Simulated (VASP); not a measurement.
# BP (F-43m) in VASP: further runs

Runs on BP. Level: PBE. Tasks: single point.

All numbers are computed with VASP 6.6.1; they aren't measurements. Logs are shortened: lines on timing, memory, paths and dates and some standing lists are left out, and cuts for length are marked.

## 1. The cell of the first run

The structure is cubic, space group F-43m (No. 216). Conventional cell: a = 4.593 Å, b = 4.593 Å, c = 4.593 Å, α = 90.00°, β = 90.00°, γ = 90.00°. Within 2.6 Å of B (site symmetry -43m) lie 4 P at 1.99 Å. P (site symmetry -43m) has 4 B at 1.99 Å within 2.6 Å.

## 2. Single point, PBE (volume changed by +3%)

INCAR reads:

```
SYSTEM = BP
ALGO = Normal
EDIFF = 1E-6
ENCUT = 500
GGA = PE
GGA_COMPAT = .False.
ISIF = 2
ISMEAR = 0
LASPH = .True.
LCHARG = .False.
LREAL = .False.
LWAVE = .False.
NBANDS = 11
NELM = 120
PREC = Accurate
SIGMA = 0.01
```

KPOINTS reads:

```
k-points
0
Gamma
  8 8 8
  0 0 0
```

POSCAR reads:

```
BP
1.0
    0.0000000000      2.2967370642      2.2967370642
    2.2967370642      0.0000000000      2.2967370642
    2.2967370642      2.2967370642      0.0000000000
B P
1 1
Direct
    0.0000000000      0.0000000000      0.0000000000
    0.2500000000      0.2500000000      0.2500000000
```

Potentials or basis: VASP PAW PBE potentials, release 64 (B, P).

Run with:

```sh
cat potpaw_PBE.64/B/POTCAR potpaw_PBE.64/P/POTCAR > POTCAR
mpirun -np 1 vasp_std > vasp.out
```

OUTCAR:

```text
SYSTEM = BP
   EDIFF = 1E-6
   ENCUT = 500
   GGA = PE
   ISIF = 2
   ISMEAR = 0
   LASPH = .True.
   LREAL = .False.
   NELM = 120
   PREC = Accurate

 ion  position               nearest neighbor table
   1  0.000  0.000  0.000-   2 1.99   2 1.99   2 1.99   2 1.99
   2  0.250  0.250  0.250-   1 1.99   1 1.99   1 1.99   1 1.99

  LATTYP: Found a face centered cubic cell.
 ALAT       =     4.5934741284

  Lattice vectors:

 A1 = (   0.0000000000,   2.2967370642,   2.2967370642)
 A2 = (   2.2967370642,   0.0000000000,   2.2967370642)
 A3 = (   2.2967370642,   2.2967370642,   0.0000000000)

Analysis of symmetry for initial positions (statically):
=====================================================================
 Subroutine PRICEL returns:
 Original cell was already a primitive cell.

 Routine SETGRP: Setting up the symmetry group for a
 face centered cubic supercell.

 Subroutine GETGRP returns: Found 24 space group operations
 (whereof 24 operations were pure point group operations)
 out of a pool of 48 trial point group operations.

The static configuration has the point symmetry T_d .

Analysis of symmetry for dynamics (positions and initial velocities):
=====================================================================
 Subroutine PRICEL returns:
 Original cell was already a primitive cell.

 Routine SETGRP: Setting up the symmetry group for a
 face centered cubic supercell.

 Subroutine GETGRP returns: Found 24 space group operations
 (whereof 24 operations were pure point group operations)
 out of a pool of 48 trial point group operations.

The dynamic configuration has the point symmetry T_d .

 Subroutine INISYM returns: Found 24 space group operations
 (whereof 24 operations are pure point group operations),
 and found     1 'primitive' translations

----------------------------------------------------------------------------------------

                                     Primitive cell

  volume of cell :      24.2306

  direct lattice vectors                    reciprocal lattice vectors
     0.000000000  2.296737064  2.296737064    -0.217700149  0.217700149  0.217700149
     2.296737064  0.000000000  2.296737064     0.217700149 -0.217700149  0.217700149
     2.296737064  2.296737064  0.000000000     0.217700149  0.217700149 -0.217700149

  length of vectors
     3.248076705  3.248076705  3.248076705     0.377067718  0.377067718  0.377067718

  position of ions in fractional coordinates (direct lattice)
     0.000000000  0.000000000  0.000000000
     0.250000000  0.250000000  0.250000000

  ion indices of the primitive-cell ions
[... 79 lines left out ...]
   IBRION =     -1    ionic relax: 0-MD 1-quasi-New 2-CG
   NFREE  =      0    steps in history (QN), initial steepest desc. (CG)
   ISIF   =      2    stress and relaxation
   ISYM   =      2    0-nonsym 1-usesym 2-fastsym
   POTIM  = 0.5000    time-step for ionic-motion
   TEBEG  =    0.0;   TEEND  =   0.0 temperature during run
   PSTRESS=    0.0 pullay stress
   NELECT =       8.0000    total number of electrons
   NUPDOWN=      -1.0000    fix difference up-down
   EMIN   =  10.00;   EMAX   =-10.00  energy-range for DOS
   EFERMI =   0.00;   METHOD = LEGACY
   ISMEAR =     0;   SIGMA  =   0.01  broadening in eV -4-tet -1-fermi 0-gaus
   EFERMI_NEDOS =   21; number of points for ismear=-14 and -15
   IALGO  =     38    algorithm
   IMIX   =      4    mixing-type and parameters
     AMIX     =   0.40;   BMIX     =  1.00
     AMIX_MAG =   1.60;   BMIX_MAG =  1.00
  volume/ion in A,a.u.               =      12.12        81.76
  Fermi-wavevector in a.u.,A,eV,Ry     =   1.131489  2.138204 17.419085  1.280267
  Thomas-Fermi vector in A             =   2.268188
   LORBIT       =      0    0 simple, 1 ext, 2 COOP (PROOUT), +10 PAW based schemes
   GGA     = PE    functional components
   LHFCALC =     F    Hartree Fock is set to
   AEXX    =    0.0000 exact exchange contribution
   IVDW    =     0    specifies the selected vdW correction
   LEPSILON=     F    determine dielectric tensor
   LRPA    =     F    only Hartree local field effects (RPA)
 non-spin polarized calculation
 Gauss-broadening in eV      SIGMA  =   0.01
  energy-cutoff  :      500.00
  volume of cell :       24.23
 maximum number of plane-waves:       636
   NGX = 11   NGY = 11   NGZ = 11

 number of electron       7.9999999 magnetization

 Free energy of the ion-electron system (eV)
  ---------------------------------------------------
  ext. energy  EPLUGINS =         0.00000000
  ---------------------------------------------------
  free energy    TOTEN  =       -12.91792499 eV

  energy without entropy =      -12.91792499  energy(sigma->0) =      -12.91792499

 E-fermi :   7.0778     XC(G=0): -10.7505

 val. band max:        7.0076683908   @ k =   0.0000   0.0000   0.0000
 cond. band min:       8.3210938757   @ k =   0.3750   0.3750   0.0000
 fundamental gap:      1.3134254849
 Fermi energy:         7.0777932931

 k-point     1 :       0.0000    0.0000    0.0000
  band No.  band energies     occupation
      1      -8.1313      2.00000
      2       7.0077      2.00000
      3       7.0077      2.00000
      4       7.0077      2.00000
      5      10.3571      0.00000
      6      10.3571      0.00000
      7      10.3571      0.00000
      8      13.8336      0.00000
      9      18.2805      0.00000
     10      19.0340      0.00000
     11      19.0340      0.00000
[... 309 lines left out ...]
 k-point    24 :      -0.3750    0.2500    0.1250
  band No.  band energies     occupation
      1      -4.3099      2.00000
      2      -1.2163      2.00000
      3       2.5957      2.00000
      4       3.9990      2.00000
      5      11.1929      0.00000
      6      12.0820      0.00000
      7      15.0841      0.00000
      8      16.5684      0.00000
      9      17.3078      0.00000
     10      21.1835      0.00000
     11      23.5782      0.00000

 [... further k-points ...]
[... 5 lines left out ...]
  --------------------------------------------------------------------------------------
  -------------------------------------------------------------------------------------
  Total       -0.7119269     -0.7119269     -0.7119269      0.0000000      0.0000000      0.0000000
  in kB      -47.0741131    -47.0741131    -47.0741131      0.0000000      0.0000000      0.0000000
  external PRESSURE =     -47.0741131 kB  Pullay stress =       0.0000000 kB

 VOLUME and BASIS-vectors are now :
 -----------------------------------------------------------------------------
  energy-cutoff  :      500.00
  volume of cell :       24.23
      direct lattice vectors                 reciprocal lattice vectors
     0.000000000  2.296737064  2.296737064    -0.217700149  0.217700149  0.217700149
     2.296737064  0.000000000  2.296737064     0.217700149 -0.217700149  0.217700149
     2.296737064  2.296737064  0.000000000     0.217700149  0.217700149 -0.217700149

 POSITION                                       TOTAL-FORCE (eV/Angst)
 -----------------------------------------------------------------------------------
      0.00000      0.00000      0.00000         0.000000     -0.000000     -0.000000
      1.14837      1.14837      1.14837        -0.000000      0.000000      0.000000
 -----------------------------------------------------------------------------------
    total drift:                                0.000000      0.000000      0.000000

  FREE ENERGIE OF THE ION-ELECTRON SYSTEM (eV)
  ---------------------------------------------------
  free  energy   TOTEN  =       -12.9179249943 eV

  energy  without entropy=      -12.9179249943  energy(sigma->0) =      -12.91792499
```

Run time: 8.8 s. Hardware: 1 thread of AMD EPYC 7R43 (Zen 3), shared host; peak memory 0.1 GiB.

Results:

- Free energy: -12.9179 eV
- Pressure: -4.7 GPa
- Band gap on the k mesh: 1.31 eV, indirect (least direct gap 3.35 eV)

Caveat: the cell differs from its parent crystal (volume changed by +3%).

## 3. Single point, PBE (volume changed by +6%)

INCAR reads:

```
SYSTEM = BP
PREC = Accurate
ENCUT = 500
EDIFF = 1E-6
ISMEAR = 0
SIGMA = 0.01
LREAL = .FALSE.
LASPH = .TRUE.
NELM = 120
ALGO = Normal
ISIF = 2
LWAVE = .FALSE.
LCHARG = .FALSE.
GGA = PE
NBANDS = 11
GGA_COMPAT = .FALSE.
```

KPOINTS reads:

```
Automatic mesh
0
G
  8 8 8
  0 0 0
```

POSCAR reads:

```
BP
1.0
    0.0000000000      2.3188224293      2.3188224293
    2.3188224293      0.0000000000      2.3188224293
    2.3188224293      2.3188224293      0.0000000000
B P
1 1
Direct
    0.0000000000      0.0000000000      0.0000000000
    0.2500000000      0.2500000000      0.2500000000
```

Potentials or basis: VASP PAW PBE potentials, release 64 (B, P).

Run with:

```sh
cat potpaw_PBE.64/B/POTCAR potpaw_PBE.64/P/POTCAR > POTCAR
mpirun -np 1 vasp_std > vasp.out
```

It took 8.5 s on 1 thread of AMD EPYC 7R43 (Zen 3), shared host; peak memory 0.09 GiB.

It converged, with:

```yaml
Free_energy: -12.8887 eV
Pressure: -8.6 GPa
Band_gap_on_the_k_mesh: 1.35 eV, indirect (least direct gap 3.31 eV)
```

Levels at points of the mesh, in eV from the valence-band top:
```csv
k point,band 1,band 2,band 3,band 4,band 5,band 6,band 7,band 8,band 9
"(0.00, 0.00, 0.00)",-14.89,0.00,0.00,0.00,3.31,3.31,3.31,6.40,11.09
"(0.50, 0.00, 0.00)",-11.81,-8.58,-1.68,-1.68,3.40,4.67,4.67,9.90,14.21
"(0.50, 0.50, 0.00)",-10.38,-8.25,-3.88,-3.88,1.46,1.72,11.52,11.52,14.47
```

Caveat: the cell differs from its parent crystal (volume changed by +6%). A k mesh can miss the band edges.

## 4. Single point, PBE

This run uses another cell than the first one, of 11.67 Å³/atom, 0.963 times its volume.

INCAR reads:

```
PREC = Accurate
ENCUT = 500
EDIFF = 1E-6
ISMEAR = 0
SIGMA = 0.01
LREAL = False
LASPH = True
NELM = 120
ALGO = Normal
ISIF = 2
LWAVE = False
LCHARG = False
GGA = PE
NBANDS = 11
GGA_COMPAT = False
```

KPOINTS reads:

```
regular mesh
0
Gamma
  10 10 10
```

POSCAR reads:

```
BP
1.0
    0.0000000000      2.2683154755      2.2683154755
    2.2683154755      0.0000000000      2.2683154755
    2.2683154755      2.2683154755      0.0000000000
B P
1 1
Direct
    0.0000000000      0.0000000000      0.0000000000
    0.2500000000      0.2500000000      0.2500000000
```

Run with:

```sh
cat potpaw_PBE.64/B/POTCAR potpaw_PBE.64/P/POTCAR > POTCAR
mpirun -np 1 vasp_std > vasp.out
```

Run time: 12 s. Hardware: 1 thread of AMD EPYC 7R43 (Zen 3), shared host; peak memory 0.1 GiB.

It converged, with:

| Property | Result |
| --- | --- |
| Free energy | -12.9300 eV |
| Pressure | 1.0 GPa |
| Band gap on the k mesh | 1.24 eV, indirect (least direct gap 3.40 eV) |

Levels at points of the mesh, in eV from the valence-band top:
```csv
k point,band 2,band 3,band 4,band 5,band 6,band 7
"(0.00, 0.00, 0.00)",0.00,0.00,0.00,3.40,3.40,3.40
"(0.50, 0.00, 0.00)",-9.04,-1.76,-1.76,3.79,4.71,4.71
"(0.50, 0.50, 0.00)",-8.59,-4.12,-4.12,1.33,1.66,12.13
```

## 5. Overview

```tsv
cell	k mesh	gap on the mesh (eV)	pressure (GPa)
a = 3.248 Å, angles 60.0°, 2 atoms	8 × 8 × 8	1.31	-4.7
a = 3.279 Å, angles 60.0°, 2 atoms	8 × 8 × 8	1.35	-8.6
a = 3.208 Å, angles 60.0°, 2 atoms	10 × 10 × 10	1.24	1.0
```

Alike in all rows: task single point; level PBE; potentials or basis VASP PAW PBE potentials, release 64 (B, P); no spin polarisation; cutoff (eV) 500; smearing gaussian 0.01 eV.

Absolute energies hang on the potentials; compare differences alone.
